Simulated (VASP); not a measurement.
# MgO (P6_3/mmc) in VASP: notebook

MgO is run at these levels: PBE; tasks: single point.

All numbers are computed with VASP 6.6.1; they aren't measurements. Logs are shortened: lines on timing, memory, paths and dates and some standing lists are left out, and cuts for length are marked.

**1. The cell of the first run**

The structure is hexagonal, space group P6_3/mmc (No. 194). The conventional cell has a = 3.373 Å, b = 3.373 Å, c = 4.399 Å, α = 90.00°, β = 90.00°, γ = 120.00°. Within 2.6 Å of Mg (site symmetry -6m2) lie 5 O at 1.95 to 2.20 Å. O (site symmetry -6m2) has 5 Mg at 1.95 to 2.20 Å within 2.6 Å.

**2. Single point, PBE (volume 10.835 Å^3 an atom, c/a of the conventional cell 1.3044)**

Contents of INCAR:

```
PREC = Accurate
ENCUT = 520
EDIFF = 1E-7
ISMEAR = 0
SIGMA = 0.05
LREAL = F
LASPH = T
NELM = 100
ALGO = Normal
ISIF = 2
LWAVE = F
LCHARG = T
GGA = PE
LELF = T
LVHAR = T
NBANDS = 16
```

Contents of KPOINTS:

```
regular mesh
0
Gamma
  9 9 6
```

Contents of POSCAR:

```
MgO
1.0
    3.3727371402      0.0000000000      0.0000000000
   -1.6863685701      2.9208760437      0.0000000000
    0.0000000000      0.0000000000      4.3993983256
Mg O
2 2
Direct
    0.6666666667      0.3333333333      0.7500000000
    0.3333333333      0.6666666667      0.2500000000
    0.6666666667      0.3333333333      0.2500000000
    0.3333333333      0.6666666667      0.7500000000
```

Potentials or basis: VASP PAW PBE potentials, release 64 (Mg, O).

Started as:

```sh
> cat potpaw_PBE.64/Mg/POTCAR potpaw_PBE.64/O/POTCAR > POTCAR
> mpirun -np 1 vasp_std > vasp.out
```

OUTCAR:

```text
PREC = Accurate
   ENCUT = 520
   EDIFF = 1E-7
   ISMEAR = 0
   LREAL = F
   LASPH = T
   NELM = 100
   ISIF = 2
   GGA = PE

 ion  position               nearest neighbor table
   1  0.667  0.333  0.750-   4 1.95   4 1.95   4 1.95   3 2.20   3 2.20   2 2.94   2 2.94   2 2.94
                             2 2.94   2 2.94   2 2.94
   2  0.333  0.667  0.250-   3 1.95   3 1.95   3 1.95   4 2.20   4 2.20   1 2.94   1 2.94   1 2.94
                             1 2.94   1 2.94   1 2.94
   3  0.667  0.333  0.250-   2 1.95   2 1.95   2 1.95   1 2.20   1 2.20
   4  0.333  0.667  0.750-   1 1.95   1 1.95   1 1.95   2 2.20   2 2.20

  LATTYP: Found a hexagonal cell.
 ALAT       =     3.3727371402
 C/A-ratio  =     1.3044000000

  Lattice vectors:

 A1 = (   3.3727371402,   0.0000000000,   0.0000000000)
 A2 = (  -1.6863685701,   2.9208760437,   0.0000000000)
 A3 = (   0.0000000000,   0.0000000000,   4.3993983256)

Analysis of symmetry for initial positions (statically):
=====================================================================
 Subroutine PRICEL returns:
 Original cell was already a primitive cell.

 Routine SETGRP: Setting up the symmetry group for a
 hexagonal supercell.

 Subroutine GETGRP returns: Found 24 space group operations
 (whereof 12 operations were pure point group operations)
 out of a pool of 24 trial point group operations.

The static configuration has the point symmetry D_3d.
 The point group associated with its full space group is D_6h.

Analysis of symmetry for dynamics (positions and initial velocities):
=====================================================================
 Subroutine PRICEL returns:
 Original cell was already a primitive cell.

 Routine SETGRP: Setting up the symmetry group for a
 hexagonal supercell.

 Subroutine GETGRP returns: Found 24 space group operations
 (whereof 12 operations were pure point group operations)
 out of a pool of 24 trial point group operations.

The dynamic configuration has the point symmetry D_3d.
 The point group associated with its full space group is D_6h.

 Subroutine INISYM returns: Found 24 space group operations
 (whereof 12 operations are pure point group operations),
 and found     1 'primitive' translations

[... 98 lines left out ...]
   EDIFF  = 0.1E-06   stopping-criterion for ELM
   LREAL  =      F    real-space projection
   EDIFFG = 0.1E-05   stopping-criterion for IOM
   NSW    =      0    number of steps for IOM
   IBRION =     -1    ionic relax: 0-MD 1-quasi-New 2-CG
   NFREE  =      0    steps in history (QN), initial steepest desc. (CG)
   ISIF   =      2    stress and relaxation
   ISYM   =      2    0-nonsym 1-usesym 2-fastsym
   POTIM  = 0.5000    time-step for ionic-motion
   TEBEG  =    0.0;   TEEND  =   0.0 temperature during run
   PSTRESS=    0.0 pullay stress
   NELECT =      16.0000    total number of electrons
   NUPDOWN=      -1.0000    fix difference up-down
   EMIN   =  10.00;   EMAX   =-10.00  energy-range for DOS
   EFERMI =   0.00;   METHOD = LEGACY
   ISMEAR =     0;   SIGMA  =   0.05  broadening in eV -4-tet -1-fermi 0-gaus
   EFERMI_NEDOS =   21; number of points for ismear=-14 and -15
   IALGO  =     38    algorithm
   IMIX   =      4    mixing-type and parameters
     AMIX     =   0.40;   BMIX     =  1.00
     AMIX_MAG =   1.60;   BMIX_MAG =  1.00
  volume/ion in A,a.u.               =      10.84        73.12
  Fermi-wavevector in a.u.,A,eV,Ry     =   1.174407  2.219307 18.765579  1.379231
  Thomas-Fermi vector in A             =   2.310804
   LORBIT       =      0    0 simple, 1 ext, 2 COOP (PROOUT), +10 PAW based schemes
   GGA     = PE    functional components
   LHFCALC =     F    Hartree Fock is set to
   AEXX    =    0.0000 exact exchange contribution
   IVDW    =     0    specifies the selected vdW correction
   LEPSILON=     F    determine dielectric tensor
   LRPA    =     F    only Hartree local field effects (RPA)
 non-spin polarized calculation
 Gauss-broadening in eV      SIGMA  =   0.05
  energy-cutoff  :      520.00
  volume of cell :       43.34
 maximum number of plane-waves:      1181
 NGX is ok and might be reduce to    28
   NGX = 13   NGY = 13   NGZ = 17

 number of electron      15.9999996 magnetization

 Free energy of the ion-electron system (eV)
  ---------------------------------------------------
  ext. energy  EPLUGINS =         0.00000000
  ---------------------------------------------------
  free energy    TOTEN  =       -23.53091265 eV

  energy without entropy =      -23.53091265  energy(sigma->0) =      -23.53091265

 E-fermi :   2.4676     XC(G=0): -10.1540

 val. band max:        2.2098339892   @ k =   0.0000   0.0000   0.0000
 cond. band min:       5.6379203635   @ k =   0.0000   0.0000   0.0000
 fundamental gap:      3.4280863743
 Fermi energy:         2.4675520436

 k-point     1 :       0.0000    0.0000    0.0000
  band No.  band energies     occupation
      1     -14.8705      2.00000
      2     -13.5900      2.00000
      3      -1.7243      2.00000
      4       0.4831      2.00000
      5       0.4831      2.00000
      6       1.2028      2.00000
[... 433 lines left out ...]
      3      -1.3836      2.00000
      4      -0.7056      2.00000
      5      -0.7056      2.00000
      6       0.6582      2.00000
[... 8 lines left out ...]
     15      15.7918      0.00000
     16      19.2269      0.00000

 [... further k-points ...]

------------------------ aborting loop because EDIFF is reached ----------------------------------------

  FORCE on cell =-STRESS in cart. coord.  units (eV):
  Direction    XX          YY          ZZ          XY          YZ          ZX
  --------------------------------------------------------------------------------------
  -------------------------------------------------------------------------------------
  Total        3.3468796      3.3468796     -0.5213016      0.0000000     -0.0000000      0.0000000
  in kB      123.7262265    123.7262265    -19.2712885      0.0000000     -0.0000000      0.0000000
  external PRESSURE =      76.0603882 kB  Pullay stress =       0.0000000 kB

 VOLUME and BASIS-vectors are now :
 -----------------------------------------------------------------------------
  energy-cutoff  :      520.00
  volume of cell :       43.34
      direct lattice vectors                 reciprocal lattice vectors
     3.372737140  0.000000000  0.000000000     0.296495089  0.171181520  0.000000000
    -1.686368570  2.920876044  0.000000000     0.000000000  0.342363039  0.000000000
     0.000000000  0.000000000  4.399398326     0.000000000  0.000000000  0.227303810

 POSITION                                       TOTAL-FORCE (eV/Angst)
 -----------------------------------------------------------------------------------
      1.68637      0.97363      3.29955         0.000000      0.000000      0.000000
     -0.00000      1.94725      1.09985        -0.000000     -0.000000      0.000000
      1.68637      0.97363      1.09985         0.000000      0.000000      0.000000
     -0.00000      1.94725      3.29955        -0.000000     -0.000000      0.000000
 -----------------------------------------------------------------------------------
    total drift:                               -0.000000      0.000000     -0.000000

  FREE ENERGIE OF THE ION-ELECTRON SYSTEM (eV)
  ---------------------------------------------------
  free  energy   TOTEN  =       -23.5309126519 eV

  energy  without entropy=      -23.5309126519  energy(sigma->0) =      -23.53091265
```

stdout:

```text
POSCAR found type information on POSCAR MgO
 POSCAR found :  2 types and       4 ions
 scaLAPACK will be used
 LDA part: xc-table for (Slater+PW92), standard interpolation
 POSCAR, INCAR and KPOINTS ok, starting setup
 FFT: planning ... GRIDC
 FFT: planning ... GRID_SOFT
 FFT: planning ... GRID
 WAVECAR not read
 entering main loop
```

It took 34 s on 1 thread of Intel Xeon 8259CL, shared host; peak memory 0.19 GiB.

Results:

```
Free energy            : -23.5309 eV
Pressure               : 7.6 GPa
Band gap on the k mesh : 3.43 eV, direct
```

Levels at points of the mesh, in eV from the valence-band top:
| k point | band 5 | band 6 | band 7 | band 8 | band 9 | band 10 | band 11 | band 12 |
| --- | --- | --- | --- | --- | --- | --- | --- | --- |
| (0.00, 0.00, 0.00) | -1.73 | -1.01 | -1.01 | 0.00 | 3.43 | 9.32 | 11.56 | 13.19 |
| (0.00, 0.00, 0.50) | -1.38 | -1.38 | -1.38 | -1.38 | 6.41 | 6.41 | 13.55 | 13.55 |

**3. Single point, PBE (volume 10.835 Å^3 an atom, c/a of the conventional cell 1.2234)**

Contents of INCAR:

```
SYSTEM = MgO
ALGO = Normal
EDIFF = 1E-7
ENCUT = 520
GGA = PE
ISIF = 2
ISMEAR = 0
LASPH = .TRUE.
LCHARG = .TRUE.
LELF = .TRUE.
LREAL = .FALSE.
LVHAR = .TRUE.
LWAVE = .FALSE.
NBANDS = 16
NELM = 80
PREC = Accurate
SIGMA = 0.05
```

Contents of KPOINTS:

```
k-points
0
G
  9 9 6
  0 0 0
```

Contents of POSCAR:

```
MgO
1.0
    3.4455873664      0.0000000000      0.0000000000
   -1.7227936832      2.9839661903      0.0000000000
    0.0000000000      0.0000000000      4.2153315841
Mg O
2 2
Direct
    0.6666666667      0.3333333333      0.7500000000
    0.3333333333      0.6666666667      0.2500000000
    0.6666666667      0.3333333333      0.2500000000
    0.3333333333      0.6666666667      0.7500000000
```

Potentials or basis: VASP PAW PBE potentials, release 64 (Mg, O).

Started as:

```sh
> cat potpaw_PBE.64/Mg/POTCAR potpaw_PBE.64/O/POTCAR > POTCAR
> mpirun -np 1 vasp_std > vasp.out
```

Wall time 32 s (1 thread of Intel Xeon 8259CL, shared host); peak memory 0.18 GiB.

The run converged. Its results:

* Free energy: -23.6325 eV
* Pressure: 6.2 GPa
* Band gap on the k mesh: 3.49 eV, direct

Stress tensor (GPa, compression positive):
```
7.17 0.00 0.00
0.00 7.17 0.00
0.00 0.00 4.18
```

Levels at points of the mesh, in eV from the valence-band top:
```
           k point  band 4  band 5  band 6  band 7  band 8  band 9  band 10  band 11  band 12  band 13
(0.00, 0.00, 0.00)   -1.76   -1.76   -0.87   -0.87    0.00    3.49     9.52    12.17    12.76    12.76
(0.00, 0.00, 0.50)   -2.47   -1.34   -1.34   -1.34   -1.34    6.51     6.51    13.12    13.12    13.12
```

**4. Single point, PBE (volume 11.199 Å^3 an atom, c/a of the conventional cell 1.2837)**

Contents of INCAR:

```
SYSTEM = MgO
PREC = Accurate
ENCUT = 520
EDIFF = 1E-6
ISMEAR = 0
SIGMA = 0.05
LREAL = .False.
LASPH = .True.
NELM = 100
ALGO = Normal
ISIF = 2
LWAVE = .False.
LCHARG = .False.
GGA = PE
NBANDS = 16
```

Contents of KPOINTS:

```
Automatic mesh
0
Gamma
  9 9 6
  0 0 0
```

Contents of POSCAR:

```
MgO
1.0
    3.4283226478      0.0000000000      0.0000000000
   -1.7141613239      2.9690145054      0.0000000000
    0.0000000000      0.0000000000      4.4009377830
Mg O
2 2
Direct
    0.6666666667      0.3333333333      0.7500000000
    0.3333333333      0.6666666667      0.2500000000
    0.6666666667      0.3333333333      0.2500000000
    0.3333333333      0.6666666667      0.7500000000
```

Started as:

```sh
> cat potpaw_PBE.64/Mg/POTCAR potpaw_PBE.64/O/POTCAR > POTCAR
> mpirun -np 1 vasp_std > vasp.out
```

Run time: 30 s. Hardware: 1 thread of Intel Xeon 6975P-C, shared host; peak memory 0.18 GiB.

It converged, with:

| Item | Value |
| --- | --- |
| Free energy | -23.6116 eV |
| Pressure | 2.3 GPa |
| Band gap on the k mesh | 3.26 eV, direct |

Stress tensor (GPa, compression positive):
```
 5.53  0.00  0.00
 0.00  5.53  0.00
 0.00  0.00 -4.28
```

Levels at points of the mesh, in eV from the valence-band top:
| k point | band 6 | band 7 | band 8 | band 9 | band 10 | band 11 |
| --- | --- | --- | --- | --- | --- | --- |
| (0.00, 0.00, 0.00) | -0.94 | -0.94 | 0.00 | 3.26 | 9.08 | 11.44 |
| (0.00, 0.00, 0.50) | -1.33 | -1.33 | -1.33 | 6.23 | 6.23 | 13.19 |

**5. Single point, PBE (volume 11.199 Å^3 an atom, c/a of the conventional cell 1.2039)**

Contents of INCAR:

```
SYSTEM = MgO
  PREC = Accurate
  ENCUT = 520
  EDIFF = 1E-7
  ISMEAR = 0
  SIGMA = 0.05
  LREAL = .FALSE.
  LASPH = .TRUE.
  NELM = 100
  ALGO = Normal
  ISIF = 2
  LWAVE = .FALSE.
  LCHARG = .FALSE.
  GGA = PE
  NBANDS = 16
```

Contents of KPOINTS:

```
Automatic mesh
0
G
  9 9 6
  0 0 0
```

Contents of POSCAR:

```
MgO
1.0
    3.5024371857      0.0000000000      0.0000000000
   -1.7512185929      3.0331995779      0.0000000000
    0.0000000000      0.0000000000      4.2166532982
Mg O
2 2
Direct
    0.6666666667      0.3333333333      0.7500000000
    0.3333333333      0.6666666667      0.2500000000
    0.6666666667      0.3333333333      0.2500000000
    0.3333333333      0.6666666667      0.7500000000
```

Potentials or basis: VASP PAW PBE potentials, release 64 (Mg, O).

Started as:

```sh
> cat potpaw_PBE.64/Mg/POTCAR potpaw_PBE.64/O/POTCAR > POTCAR
> mpirun -np 1 vasp_std > vasp.out
```

OUTCAR:

```text
SYSTEM = MgO
   PREC = Accurate
   ENCUT = 520
   EDIFF = 1E-7
   ISMEAR = 0
   LREAL = .FALSE.
   LASPH = .TRUE.
   NELM = 100
   ISIF = 2
   GGA = PE

 ion  position               nearest neighbor table
   1  0.667  0.333  0.750-   4 2.02   4 2.02   4 2.02   3 2.11   3 2.11   2 2.92   2 2.92   2 2.92
                             2 2.92   2 2.92   2 2.92
   2  0.333  0.667  0.250-   3 2.02   3 2.02   3 2.02   4 2.11   4 2.11   1 2.92   1 2.92   1 2.92
                             1 2.92   1 2.92   1 2.92
   3  0.667  0.333  0.250-   2 2.02   2 2.02   2 2.02   1 2.11   1 2.11
   4  0.333  0.667  0.750-   1 2.02   1 2.02   1 2.02   2 2.11   2 2.11

[... 661 lines left out ...]
  -------------------------------------------------------------------------------------
  Total        0.4224860      0.4224860      0.4051886     -0.0000000      0.0000000      0.0000000
  in kB       15.1106671     15.1106671     14.4920075     -0.0000000      0.0000000      0.0000000
  external PRESSURE =      14.9044472 kB  Pullay stress =       0.0000000 kB

 VOLUME and BASIS-vectors are now :
 -----------------------------------------------------------------------------
  energy-cutoff  :      520.00
  volume of cell :       44.80
      direct lattice vectors                 reciprocal lattice vectors
     3.502437186  0.000000000  0.000000000     0.285515470  0.164842434  0.000000000
    -1.751218593  3.033199578  0.000000000     0.000000000  0.329684867  0.000000000
     0.000000000  0.000000000  4.216653298     0.000000000  0.000000000  0.237154902

 POSITION                                       TOTAL-FORCE (eV/Angst)
 -----------------------------------------------------------------------------------
      1.75122      1.01107      3.16249        -0.000000     -0.000000      0.000000
     -0.00000      2.02213      1.05416         0.000000     -0.000000      0.000000
      1.75122      1.01107      1.05416        -0.000000      0.000000      0.000000
     -0.00000      2.02213      3.16249         0.000000     -0.000000      0.000000
 -----------------------------------------------------------------------------------
    total drift:                                0.000000     -0.000000      0.000000

  FREE ENERGIE OF THE ION-ELECTRON SYSTEM (eV)
  ---------------------------------------------------
  free  energy   TOTEN  =       -23.6724033751 eV

  energy  without entropy=      -23.6724033751  energy(sigma->0) =      -23.67240338
```

OSZICAR:

```text
N       E                     dE             d eps       ncg     rms          rms(c)
DAV:   1     0.602491275772E+02    0.60249E+02   -0.74266E+03  1536   0.883E+02
DAV:   2    -0.237035400578E+02   -0.83953E+02   -0.76111E+02  2200   0.195E+02
DAV:   3    -0.276437113891E+02   -0.39402E+01   -0.39234E+01  1728   0.427E+01
DAV:   4    -0.276600896815E+02   -0.16378E-01   -0.16377E-01  1864   0.323E+00
DAV:   5    -0.276601670920E+02   -0.77410E-04   -0.77410E-04  1704   0.218E-01    0.112E+01
DAV:   6    -0.237381980800E+02    0.39220E+01   -0.10431E+01  1616   0.249E+01    0.359E+00
DAV:   7    -0.236896503607E+02    0.48548E-01   -0.15140E-01  1560   0.315E+00    0.213E+00
DAV:   8    -0.236743294162E+02    0.15321E-01   -0.96666E-02  1608   0.332E+00    0.529E-01
DAV:   9    -0.236714856383E+02    0.28438E-02   -0.70821E-03  1896   0.756E-01    0.114E-01
DAV:  10    -0.236723840717E+02   -0.89843E-03   -0.88331E-04  1536   0.208E-01    0.348E-02
DAV:  11    -0.236724048175E+02   -0.20746E-04   -0.26855E-05  1664   0.395E-02    0.209E-02
DAV:  12    -0.236724037640E+02    0.10535E-05   -0.97692E-06  1568   0.246E-02    0.476E-03
DAV:  13    -0.236724033877E+02    0.37635E-06   -0.13295E-06  1752   0.881E-03    0.505E-04
DAV:  14    -0.236724033751E+02    0.12616E-07   -0.26457E-08   928   0.155E-03
   1 F= -.23672403E+02 E0= -.23672403E+02  d E =-.304709E-19
```

stdout:

```text
POSCAR found type information on POSCAR MgO
 POSCAR found :  2 types and       4 ions
 scaLAPACK will be used
 LDA part: xc-table for (Slater+PW92), standard interpolation
 POSCAR, INCAR and KPOINTS ok, starting setup
 FFT: planning ... GRIDC
 FFT: planning ... GRID_SOFT
 FFT: planning ... GRID
 WAVECAR not read
 entering main loop
```

It took 32 s on 1 thread of Intel Xeon 6975P-C, shared host; peak memory 0.18 GiB.

Results:

```
Free energy            : -23.6724 eV
Pressure               : 1.5 GPa
Band gap on the k mesh : 3.34 eV, direct
```

**6. Single point, PBE (volume 11.017 Å^3 an atom, c/a of the conventional cell 1.1659)**

Contents of INCAR:

```
SYSTEM = MgO
ALGO = Normal
EDIFF = 1E-6
ENCUT = 520
GGA = PE
ISIF = 2
ISMEAR = 0
LASPH = .TRUE.
LCHARG = .FALSE.
LREAL = .FALSE.
LWAVE = .FALSE.
NBANDS = 16
NELM = 100
PREC = Accurate
SIGMA = 0.05
```

Contents of KPOINTS:

```
k-points
0
G
  9 9 6
  0 0 0
```

Contents of POSCAR:

```
MgO
1.0
    3.5208198353      0.0000000000      0.0000000000
   -1.7604099177      3.0491194195      0.0000000000
    0.0000000000      0.0000000000      4.1049238460
Mg O
2 2
Direct
    0.6666666667      0.3333333333      0.7500000000
    0.3333333333      0.6666666667      0.2500000000
    0.6666666667      0.3333333333      0.2500000000
    0.3333333333      0.6666666667      0.7500000000
```

Potentials or basis: VASP PAW PBE potentials, release 64 (Mg, O).

Started as:

```sh
> cat potpaw_PBE.64/Mg/POTCAR potpaw_PBE.64/O/POTCAR > POTCAR
> mpirun -np 1 vasp_std > vasp.out
```

It took 25 s on 1 thread of Intel Xeon 6975P-C, shared host; peak memory 0.18 GiB.

It converged, with:

- Free energy: -23.6413 eV
- Pressure: 4.1 GPa
- Band gap on the k mesh: 3.46 eV, direct

Stress tensor (GPa, compression positive):
```
1.99 0.00 0.00
0.00 1.99 0.00
0.00 0.00 8.36
```

Levels at points of the mesh, in eV from the valence-band top:
```csv
k point,band 6,band 7,band 8,band 9,band 10,band 11
"(0.00, 0.00, 0.00)",-0.73,-0.73,0.00,3.46,9.62,12.39
"(0.00, 0.00, 0.50)",-1.25,-1.25,-1.25,6.52,6.52,12.75
```

**7. Summary**

```csv
cell,gap on the mesh (eV),pressure (GPa)
"a = 3.373, b = 3.373, c = 4.399 Å, angles 90.0, 90.0, 120.0°, 4 atoms",3.43,7.6
"a = 3.446, b = 3.446, c = 4.215 Å, angles 90.0, 90.0, 120.0°, 4 atoms",3.49,6.2
"a = 3.428, b = 3.428, c = 4.401 Å, angles 90.0, 90.0, 120.0°, 4 atoms",3.26,2.3
"a = 3.502, b = 3.502, c = 4.217 Å, angles 90.0, 90.0, 120.0°, 4 atoms",3.34,1.5
"a = 3.521, b = 3.521, c = 4.105 Å, angles 90.0, 90.0, 120.0°, 4 atoms",3.46,4.1
```

Alike in all rows: task single point; level PBE; potentials or basis VASP PAW PBE potentials, release 64 (Mg, O); no spin polarisation; k mesh 9 × 9 × 6; cutoff (eV) 520; smearing gaussian 0.05 eV.

Total energies depend on the potentials used, so only differences within one code and one set of settings carry meaning.
